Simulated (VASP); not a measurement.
# AlSn (P-6m2) in VASP: notebook

Aim: see how the results for AlSn move with the level of theory and the settings. Levels: PBE-based screened hybrid with 25 % exact exchange, B3LYP, HF. Tasks: single point, relaxation of cell and atoms.

Everything below comes from runs of VASP 6.6.1. Logs are shortened: lines on timing, memory, paths and dates and some standing lists are left out, and cuts for length are marked.

**1. The cell of the first run**

The structure is hexagonal, space group P-6m2 (No. 187). Conventional cell: a = 4.003 Å, b = 4.003 Å, c = 3.517 Å, α = 90.00°, β = 90.00°, γ = 120.00°. Sn (site symmetry -6m2) has 6 Al at 2.90 Å and 2 Sn at 3.52 Å within 3.8 Å. Al (site symmetry -6m2) has 6 Sn at 2.90 Å and 2 Al at 3.52 Å within 3.8 Å.

**2. Single point, PBE-based screened hybrid with 25 % exact exchange**

The input, POSCAR:

```
AlSn
1.0
    4.0029839123      0.0000000000      0.0000000000
   -2.0014919561      3.4666857590      0.0000000000
    0.0000000000      0.0000000000      3.5172907346
Sn Al
1 1
Direct
    0.3333333333      0.6666666667      0.5000000000
    0.0000000000      0.0000000000      0.0000000000
```

The input, INCAR.step1:

```
SYSTEM = AlSn
PREC = Accurate
ENCUT = 520
EDIFF = 1E-5
ISMEAR = -1
SIGMA = 0.05
LREAL = .False.
LASPH = .True.
NELM = 60
ALGO = Normal
ISIF = 2
LWAVE = .True.
LCHARG = .False.
NBANDS = 16
GGA = PE
```

The input, INCAR.step2:

```
SYSTEM = AlSn
PREC = Accurate
ENCUT = 520
EDIFF = 1E-6
ISMEAR = -1
SIGMA = 0.05
LREAL = .False.
LASPH = .True.
NELM = 60
ALGO = Normal
ISIF = 2
LWAVE = .False.
LCHARG = .False.
GGA = PE
LHFCALC = .True.
AEXX = 0.25
HFSCREEN = 0.3
PRECFOCK = Normal
NBANDS = 16
ISTART = 1
```

The input, KPOINTS:

```
Automatic mesh
0
Gamma
  4 4 4
  0 0 0
```

Potentials or basis: VASP PAW PBE potentials, release 64 (Sn_d, Al).

The run is started by

```
> cat potpaw_PBE.64/Sn_d/POTCAR potpaw_PBE.64/Al/POTCAR > POTCAR
> cp INCAR.step1 INCAR
> mpirun -np 1 vasp_std > vasp.out
> cp INCAR.step2 INCAR
> mpirun -np 1 vasp_std > vasp.out
```

OUTCAR:

```text
SYSTEM = AlSn
   PREC = Accurate
   ENCUT = 520
   EDIFF = 1E-6
   ISMEAR = -1
   LREAL = .False.
   LASPH = .True.
   NELM = 60
   ISIF = 2
   GGA = PE
   LHFCALC = .True.
   AEXX = 0.25
   HFSCREEN = 0.3
   PRECFOCK = Normal
   ISTART = 1

 ion  position               nearest neighbor table
   1  0.333  0.667  0.500-   2 2.90   2 2.90   2 2.90   2 2.90   2 2.90   2 2.90
   2  0.000  0.000  0.000-   1 2.90   1 2.90   1 2.90   1 2.90   1 2.90   1 2.90

  LATTYP: Found a hexagonal cell.
 ALAT       =     4.0029839123
 C/A-ratio  =     0.8786672172

  Lattice vectors:

 A1 = (   4.0029839123,   0.0000000000,   0.0000000000)
 A2 = (  -2.0014919561,   3.4666857590,   0.0000000000)
 A3 = (   0.0000000000,   0.0000000000,   3.5172907346)

Analysis of symmetry for initial positions (statically):
=====================================================================
 Subroutine PRICEL returns:
 Original cell was already a primitive cell.

 Routine SETGRP: Setting up the symmetry group for a
 hexagonal supercell.

 Subroutine GETGRP returns: Found 12 space group operations
 (whereof 12 operations were pure point group operations)
 out of a pool of 24 trial point group operations.

The static configuration has the point symmetry D_3h.

Analysis of symmetry for dynamics (positions and initial velocities):
=====================================================================
 Subroutine PRICEL returns:
 Original cell was already a primitive cell.

 Routine SETGRP: Setting up the symmetry group for a
 hexagonal supercell.

 Subroutine GETGRP returns: Found 12 space group operations
 (whereof 12 operations were pure point group operations)
 out of a pool of 24 trial point group operations.

The dynamic configuration has the point symmetry D_3h.

 Subroutine INISYM returns: Found 12 space group operations
 (whereof 12 operations are pure point group operations),
 and found     1 'primitive' translations

----------------------------------------------------------------------------------------

                                     Primitive cell

  volume of cell :      48.8098

  direct lattice vectors                    reciprocal lattice vectors
     4.002983912  0.000000000  0.000000000     0.249813644  0.144229975  0.000000000
    -2.001491956  3.466685759  0.000000000     0.000000000  0.288459950  0.000000000
     0.000000000  0.000000000  3.517290735     0.000000000  0.000000000  0.284309736

  length of vectors
     4.002983912  4.002983912  3.517290735     0.288459950  0.288459950  0.284309736

  position of ions in fractional coordinates (direct lattice)
     0.333333333  0.666666667  0.500000000
     0.000000000  0.000000000  0.000000000

  ion indices of the primitive-cell ions
   primitive index   ion index
                 1           1
                 2           2

----------------------------------------------------------------------------------------

 KPOINTS: Automatic mesh

Automatic generation of k-mesh.
 Grid dimensions read from file:
 generate k-points for:    4    4    4

 Generating k-lattice:

  Cartesian coordinates                     Fractional coordinates (reciprocal lattice)
     0.062453411  0.036057494  0.000000000     0.250000000  0.000000000  0.000000000
     0.000000000  0.072114987  0.000000000     0.000000000  0.250000000  0.000000000
     0.000000000  0.000000000  0.071077434     0.000000000  0.000000000  0.250000000

  Length of vectors
     0.072114987  0.072114987  0.071077434

  Shift w.r.t. Gamma in fractional coordinates (k-lattice)
     0.000000000  0.000000000  0.000000000

 Subroutine IBZKPT returns following result:
 ===========================================

 Found     12 irreducible k-points:

 Following reciprocal coordinates:
            Coordinates               Weight
  0.000000  0.000000  0.000000      1.000000
  0.250000  0.000000  0.000000      6.000000
  0.500000  0.000000  0.000000      3.000000
  0.250000  0.250000  0.000000      6.000000
  0.000000  0.000000  0.250000      2.000000
  0.250000  0.000000  0.250000     12.000000
  0.500000  0.000000  0.250000      6.000000
  0.250000  0.250000  0.250000     12.000000
  0.000000  0.000000  0.500000      1.000000
  0.250000  0.000000  0.500000      6.000000
  0.500000  0.000000  0.500000      3.000000
  0.250000  0.250000  0.500000      6.000000
   k-points           NKPTS =     12   k-points in BZ     NKDIM =     64   number of bands    NBANDS=     16
   number of dos      NEDOS =    301   number of ions     NIONS =      2
   total plane-waves  NPLWV =  25200
   dimension x,y,z NGX =    30 NGY =   30 NGZ =   28
   dimension x,y,z NGXF=    60 NGYF=   60 NGZF=   56
   ions per type =               1   1
   NGX,Y,Z   is equivalent  to a cutoff of  12.46, 12.46, 13.23 a.u.
   NGXF,Y,Z  is equivalent  to a cutoff of  24.92, 24.92, 26.47 a.u.
 SYSTEM =  AlSn
   PREC   = accura    normal or accurate (medium, high low for compatibility)
   ISTART =      1    job   : 0-new  1-cont  2-samecut
   ICHARG =      0    charge: 1-file 2-atom 10-const
   ISPIN  =      1    spin polarized calculation?
   LNONCOLLINEAR =      F non collinear calculations
   LSORBIT =      F    spin-orbit coupling
   LASPH  =      T    aspherical Exc in radial PAW
   ENCUT  =  520.0 eV  38.22 Ry    6.18 a.u.   7.44  7.44  6.54*2*pi/ulx,y,z
   NELM   =     60;   NELMIN=  2; NELMDL=  0     # of ELM steps
   EDIFF  = 0.1E-05   stopping-criterion for ELM
   LREAL  =      F    real-space projection
   EDIFFG = 0.1E-04   stopping-criterion for IOM
   NSW    =      0    number of steps for IOM
   IBRION =     -1    ionic relax: 0-MD 1-quasi-New 2-CG
   NFREE  =      0    steps in history (QN), initial steepest desc. (CG)
   ISIF   =      2    stress and relaxation
   ISYM   =      3    0-nonsym 1-usesym 2-fastsym
   POTIM  = 0.5000    time-step for ionic-motion
   TEBEG  =    0.0;   TEEND  =   0.0 temperature during run
   PSTRESS=    0.0 pullay stress
   NELECT =      17.0000    total number of electrons
   NUPDOWN=      -1.0000    fix difference up-down
   EMIN   =  10.00;   EMAX   =-10.00  energy-range for DOS
   EFERMI =   0.00;   METHOD = LEGACY
   ISMEAR =    -1;   SIGMA  =   0.05  broadening in eV -4-tet -1-fermi 0-gaus
   EFERMI_NEDOS =   21; number of points for ismear=-14 and -15
   IALGO  =     38    algorithm
   IMIX   =      1    mixing-type and parameters
     AMIX     =   0.40;   BMIX     =  1.00
     AMIX_MAG =   1.60;   BMIX_MAG =  1.00
  volume/ion in A,a.u.               =      24.40       164.69
  Fermi-wavevector in a.u.,A,eV,Ry     =   1.151831  2.176646 18.051064  1.326716
  Thomas-Fermi vector in A             =   2.288487
   LORBIT       =      0    0 simple, 1 ext, 2 COOP (PROOUT), +10 PAW based schemes
   GGA     = PE    functional components
   LHFCALC =     T    Hartree Fock is set to
   PRECFOCK=normal    Normal, Fast or Accurate (Low or Medium for compatibility)
   ENCUT4O =  -1.0   cutoff for four orbital integrals eV
   NKREDX  =     1    reduce k-point grid by
   NKREDY  =     1    reduce k-point grid by
   NKREDZ  =     1    reduce k-point grid by
   AEXX    =    0.2500 exact exchange contribution
   HFSCREEN=    0.3000 screening length (either q_TF or 0.3 A-1)
   HFSCREENC=   0.3000 screening length for correlation (either q_TF or 0.3 A-1)
   ENCUTFOCK=  -1.0 apply spherical cutoff to Coloumb kernel
   IVDW    =     0    specifies the selected vdW correction
   LEPSILON=     F    determine dielectric tensor
   LRPA    =     F    only Hartree local field effects (RPA)
 non-spin polarized calculation
  energy-cutoff  :      520.00
  volume of cell :       48.81
 maximum number of plane-waves:      1322
 NGX is ok and might be reduce to    30
  NGX = 24; NGY = 24; NGZ = 20

 number of electron      16.9999995 magnetization

 Free energy of the ion-electron system (eV)
  ---------------------------------------------------
  ext. energy  EPLUGINS =         0.00000000
  ---------------------------------------------------
  free energy    TOTEN  =        -7.93096587 eV

  energy without entropy =       -7.91792995  energy(sigma->0) =       -7.92444791

 E-fermi :   6.8829     XC(G=0):  -8.2369

 val. band max:        6.1958734079   @ k =   0.2500   0.2500   0.5000
 cond. band min:       6.9209901728   @ k =   0.2500   0.0000   0.2500
 fundamental gap:      0.7251167649
 Fermi energy:         6.8828844411

 k-point     1 :       0.0000    0.0000    0.0000
  band No.  band energies     occupation
      1     -16.6347      2.00000
      2     -16.5561      2.00000
      3     -16.5561      2.00000
      4     -16.5537      2.00000
      5     -16.5537      2.00000
      6      -5.0103      2.00000
[... 8 lines left out ...]
     15      18.8303      0.00000
     16      19.6827      0.00000

 k-point     2 :       0.2500    0.0000    0.0000
  band No.  band energies     occupation
      1     -16.6279      2.00000
      2     -16.5629      2.00000
      3     -16.5579      2.00000
      4     -16.5553      2.00000
      5     -16.5375      2.00000
      6      -4.1913      2.00000
[... 8 lines left out ...]
     15      16.7801      0.00000
     16      18.7999      0.00000

 k-point     3 :       0.5000    0.0000    0.0000
  band No.  band energies     occupation
      1     -16.6222      2.00000
      2     -16.5696      2.00000
      3     -16.5597      2.00000
      4     -16.5558      2.00000
      5     -16.5212      2.00000
      6      -2.5234      2.00000
[... 8 lines left out ...]
     15      18.5894      0.00000
     16      18.7876      0.00000

 k-point     4 :       0.2500    0.2500    0.0000
  band No.  band energies     occupation
      1     -16.6204      2.00000
      2     -16.5672      2.00000
      3     -16.5622      2.00000
      4     -16.5493      2.00000
      5     -16.5296      2.00000
      6      -2.7145      2.00000
[... 8 lines left out ...]
     15      16.0306      0.00000
     16      16.5525      0.00000

 k-point     5 :       0.0000    0.0000    0.2500
  band No.  band energies     occupation
      1     -16.5822      2.00000
      2     -16.5754      2.00000
      3     -16.5754      2.00000
      4     -16.5510      2.00000
      5     -16.5510      2.00000
      6      -4.1517      2.00000
[... 8 lines left out ...]
     15      15.4377      0.00000
     16      15.9661      0.00000

 k-point     6 :       0.2500    0.0000    0.2500
  band No.  band energies     occupation
      1     -16.5846      2.00000
      2     -16.5777      2.00000
      3     -16.5759      2.00000
      4     -16.5509      2.00000
      5     -16.5353      2.00000
      6      -3.3340      2.00000
[... 8 lines left out ...]
     15      16.1211      0.00000
     16      17.3085      0.00000

 k-point     7 :       0.5000    0.0000    0.2500
  band No.  band energies     occupation
      1     -16.5936      2.00000
      2     -16.5799      2.00000
      3     -16.5742      2.00000
      4     -16.5464      2.00000
      5     -16.5194      2.00000
      6      -1.6858      2.00000
[... 8 lines left out ...]
     15      19.1187      0.00000
     16      19.6052      0.00000

 k-point     8 :       0.2500    0.2500    0.2500
  band No.  band energies     occupation
      1     -16.5904      2.00000
      2     -16.5832      2.00000
      3     -16.5671      2.00000
      4     -16.5460      2.00000
      5     -16.5268      2.00000
      6      -1.8683      2.00000
[... 8 lines left out ...]
     15      18.4891      0.00000
     16      19.3542      0.00000

 k-point     9 :       0.0000    0.0000    0.5000
  band No.  band energies     occupation
      1     -16.5945      2.00000
      2     -16.5945      2.00000
      3     -16.5484      2.00000
      4     -16.5484      2.00000
      5     -16.5295      2.00000
      6      -2.0939      2.00000
[... 8 lines left out ...]
     15      14.2835      0.00000
     16      14.7965      0.00000

 k-point    10 :       0.2500    0.0000    0.5000
  band No.  band energies     occupation
      1     -16.6059      2.00000
      2     -16.5972      2.00000
      3     -16.5515      2.00000
      4     -16.5330      2.00000
      5     -16.5190      2.00000
      6      -1.3082      2.00000
[... 8 lines left out ...]
     15      17.2534      0.00000
     16      17.3187      0.00000

 k-point    11 :       0.5000    0.0000    0.5000
  band No.  band energies     occupation
      1     -16.6172      2.00000
      2     -16.5999      2.00000
      3     -16.5557      2.00000
      4     -16.5176      2.00000
      5     -16.5075      2.00000
      6       0.2156      2.00000
[... 8 lines left out ...]
     15      21.2174      0.00000
     16      21.8957      0.00000

 k-point    12 :       0.2500    0.2500    0.5000
  band No.  band energies     occupation
      1     -16.6132      2.00000
      2     -16.6039      2.00000
      3     -16.5435      2.00000
      4     -16.5283      2.00000
      5     -16.5090      2.00000
      6       0.0630      2.00000
[... 8 lines left out ...]
     15      16.5681      0.00000
     16      21.5632      0.00000

------------------------ aborting loop because EDIFF is reached ----------------------------------------

  FORCE on cell =-STRESS in cart. coord.  units (eV):
  Direction    XX          YY          ZZ          XY          YZ          ZX
  --------------------------------------------------------------------------------------
  -------------------------------------------------------------------------------------
  Total       -0.0163510     -0.0163510      0.0078494     -0.0000000     -0.0000000      0.0000000
  in kB       -0.5367193     -0.5367193      0.2576562     -0.0000000     -0.0000000      0.0000000
  external PRESSURE =      -0.2719275 kB  Pullay stress =       0.0000000 kB

 VOLUME and BASIS-vectors are now :
 -----------------------------------------------------------------------------
  energy-cutoff  :      520.00
  volume of cell :       48.81
      direct lattice vectors                 reciprocal lattice vectors
     4.002983912  0.000000000  0.000000000     0.249813644  0.144229975  0.000000000
    -2.001491956  3.466685759  0.000000000     0.000000000  0.288459950  0.000000000
     0.000000000  0.000000000  3.517290735     0.000000000  0.000000000  0.284309736

 POSITION                                       TOTAL-FORCE (eV/Angst)
 -----------------------------------------------------------------------------------
     -0.00000      2.31112      1.75865        -0.000000      0.000000      0.000000
      0.00000      0.00000      0.00000         0.000000     -0.000000      0.000000
 -----------------------------------------------------------------------------------
    total drift:                                0.000004     -0.000013     -0.000000

  FREE ENERGIE OF THE ION-ELECTRON SYSTEM (eV)
  ---------------------------------------------------
  free  energy   TOTEN  =        -7.9309658676 eV

  energy  without entropy=       -7.9179299501  energy(sigma->0) =       -7.92444791
```

Wall time 16 min (1 thread of AMD EPYC, shared host); peak memory 0.25 GiB.

Results:

```
Free energy            : -7.9310 eV
Pressure               : 0.0 GPa
Band gap on the k mesh : zero (an odd number of electrons rules out a gap without spin polarisation)
```

Caveat: the k points lie up to 0.45 Å⁻¹ apart, too coarse for converged energies and pressures of a metal; the PAW data sets were made with another functional, which shifts forces and pressure a little; spin-orbit coupling is left out, which moves the levels of the heavy elements.

[end of part 1 of 2]

The gap in the log of VASP goes by the Fermi energy; the results here count the filled bands.